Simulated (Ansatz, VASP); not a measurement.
# TaN in VASP and in Ansatz

File INCAR:

```
SYSTEM = TaN
ALGO = Fast
EDIFF = 1E-7
ENCUT = 520
GGA = PE
ISIF = 2
ISMEAR = 0
LASPH = .True.
LCHARG = .True.
LELF = .True.
LREAL = .False.
LVHAR = .True.
LWAVE = .False.
NBANDS = 24
NELM = 100
PREC = Accurate
SIGMA = 0.15
```

Contents of KPOINTS:

```
k-points
0
Gamma
  15 15 8
  0 0 0
```

File POSCAR:

```
TaN
1.0
    2.9168996769      0.0000000000      0.0000000000
   -1.4584498385      2.5261092205      0.0000000000
    0.0000000000      0.0000000000      5.9142266377
Ta N
2 2
Direct
   -0.0712177483     -0.0395865702      0.0000000000
    0.0712177483      0.0395865702      0.5000000000
    0.3333333333      0.6666666667      0.2500000000
    0.6666666667      0.3333333333      0.7500000000
```

Input for Ansatz:

```yaml
crystal:
  lattice:
    - [2.9168996769, 0.0, 0.0]
    - [-1.4584498385, 2.5261092205, 0.0]
    - [0.0, 0.0, 5.9142266377]
  atoms:
    - { symbol: Ta, position: [-0.0712177483, -0.0395865702, 0.0] }
    - { symbol: Ta, position: [0.0712177483, 0.0395865702, 0.5] }
    - { symbol: "N", position: [0.3333333333, 0.6666666667, 0.25] }
    - { symbol: "N", position: [0.6666666667, 0.3333333333, 0.75] }
basis:
  ecutwfc: 520.0
kpoints:
  mp_grid: { grid: [15, 15, 8] }
hamiltonian:
  xc: pbe
  pseudopotentials: { kind: paw, azcp: { folder: soft_1 } }
scf:
  occupations: { method: gaussian, width: 0.15 }
output:
  forces: true
  stress: true
  eigenvalues: true
```

Change from the starting cell: mode 4 frozen in at -0.150 Å and mode 5 at -0.100 Å (largest displacements).

Alike in both runs: task single point; functional PBE; k mesh 15 × 15 × 8; occupations gaussian, width 0.15 eV; no spin polarisation.

```csv
,VASP,Ansatz
version,VASP 6.6.1,Ansatz 0.2.0
potentials or method,"VASP PAW PBE potentials, release 64 (Ta_pv, N), cutoff 520 eV","scalar-relativistic, plane waves, PAW"
valence electrons in the cell,32,36
```

VASP gave:

| Item | Value |
| --- | --- |
| gap on the k mesh at the Fermi level (eV) | none |
| pressure (GPa) | 5.6 |
| traceless stress, the component that is largest in VASP (GPa) | 2.78 |
| rms of the force components (eV/Å) | 0.923 |

Question: Which values does Ansatz return?

Answer: gap on the k mesh at the Fermi level (eV): none; pressure (GPa): 4.8; traceless stress, the component that is largest in VASP (GPa): 2.67; rms of the force components (eV/Å): 0.917.

Atom by atom the forces differ by 0.006 eV/Å (rms over components). A gap of «none» marks a metal or a gap that the smearing closes. The functional is the same, so the differences come from potentials, cutoffs and numerics. VASP's potentials hold 32 valence electrons a cell and Ansatz's 36, so a difference there can come from the potentials and not from the codes.

Neither program's run includes spin-orbit coupling.
